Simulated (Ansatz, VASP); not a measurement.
Al2H in VASP and in Ansatz

```
Al H
1.0
     2.81835    0.00000    0.00000
     0.00000    2.81835    0.00000
     0.00000    0.00000    5.36820
Al H
2 1
Direct
  0.00000 0.00000 0.50000
  0.00000 0.00000 0.00000
  0.50000 0.50000 0.00000
```

Alike in both runs: functional PBE; k mesh 6 × 6 × 4; occupations gaussian, width 0.2 eV; no spin polarisation.

Ansatz relaxed the structure, and its values are those at the end. VASP's run is a single point on that final structure, the one shown.

|  | VASP | Ansatz |
| --- | --- | --- |
| version | VASP 6.6.1 | Ansatz 0.2.0 |
| potentials or method | VASP PAW PBE potentials, release 64 (Al, H), cutoff 500 eV | scalar-relativistic, plane waves, PAW |
| valence electrons in the cell | 7 | 7 |

```tsv
	VASP	Ansatz	Ansatz less VASP
gap on the k mesh at the Fermi level (eV)	none	none	-
pressure (GPa)	-0.1	-0.1	+0.08
```

A gap of «none» marks a metal or a gap that the smearing closes.

The k mesh is coarse, so the values compare programs but aren't converged.
